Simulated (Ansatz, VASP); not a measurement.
# One calculation of As, two programs

Contents of INCAR:

```
ALGO = Normal
EDIFF = 1E-6
ENCUT = 600
GGA = PE
GGA_COMPAT = False
ISIF = 2
ISMEAR = 0
LASPH = True
LCHARG = True
LELF = True
LREAL = False
LVHAR = True
LWAVE = False
NBANDS = 22
NELM = 120
PREC = Accurate
SIGMA = 0.026000000000000002
```

Contents of KPOINTS:

```
k-points
0
Gamma
  9 9 9
```

File POSCAR:

```
As
1.0
    1.8807968987      1.0858785957      3.5140619945
   -1.8807968987      1.0858785957      3.5140619945
    0.0000000000     -2.1717571915      3.5140619945
As
2
Direct
    0.2260000000      0.2260000000      0.2260000000
    0.7740000000      0.7740000000      0.7740000000
```

Contents of input.yaml:

```yaml
crystal:
  lattice:
    - [1.8807968987, 1.0858785957, 3.5140619945]
    - [-1.8807968987, 1.0858785957, 3.5140619945]
    - [0.0, -2.1717571915, 3.5140619945]
  atoms:
    - { symbol: As, position: [0.226, 0.226, 0.226] }
    - { symbol: As, position: [0.774, 0.774, 0.774] }
hamiltonian:
  xc: pbe
  pseudopotentials: { kind: paw }
kpoints:
  mp_grid: { grid: [9, 9, 9] }
scf:
  occupations: { method: gaussian, width: 0.026 }
output:
  forces: true
  stress: true
  eigenvalues: true
```

Alike in both runs: task single point; functional PBE; k mesh 9 × 9 × 9; occupations gaussian, width 0.026 eV; no spin polarisation.

```csv
,VASP,Ansatz
version,VASP 6.6.1,Ansatz 0.2.0
potentials or method,"VASP PAW PBE potentials, release 64 (As_d)",Ansatz PAW
plane-wave cutoff (eV),600,420
valence electrons in the cell,30,30
```

```tsv
	VASP	Ansatz	Ansatz less VASP
gap on the k mesh at the Fermi level (eV)	none	none	-
pressure (GPa)	3.8	3.7	-0.02
traceless stress, the component that is largest in VASP (GPa)	-0.32	-0.30	+0.014
rms of the force components (eV/Å)	0.257	0.249	-0.0084
```

Atom by atom the forces differ by 0.008 eV/Å (rms over components). A gap of «none» marks a metal or a gap that the smearing closes.
